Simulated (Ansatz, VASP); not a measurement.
## Two plane-wave programs on Eu

```
Eu
1.0
    -2.19395    2.19395    2.19395
     2.19395   -2.19395    2.19395
     2.19395    2.19395   -2.19395
Eu
1
Cartesian
  0.0000 0.0000 0.0000
```

Alike in both runs: task single point; functional PBE; k mesh 10 × 10 × 10; collinear spin.

|  | VASP | Ansatz |
| --- | --- | --- |
| version | VASP 6.6.1 | Ansatz 0.2.0 |
| potentials or method | VASP PAW PBE potentials, release 64 (Eu), cutoff 520 eV | plane waves (420 eV) with PAW, scalar-relativistic |
| occupations | methfessel-paxton of order 1, width 0.01 eV | cold, width 0.01 eV |
| valence electrons in the cell | 17 | 17 |

Ansatz gave:

```
pressure (GPa)                                                : -0.2
net moment per atom (μB)                                      : 7.27
size of the moment on the site where the two differ most (μB) : 7.02
```

Q: Estimate VASP's values.

A: Pressure (GPa): -0.1; net moment per atom (μB): 7.39; size of the moment on the site where the two differ most (μB): 6.70.

The net moments are unlike, so the other rows may belong to different states. Site moments also hang on the region over which each program counts them. Ansatz's warnings: stability check not made.

Neither program's run includes spin-orbit coupling.
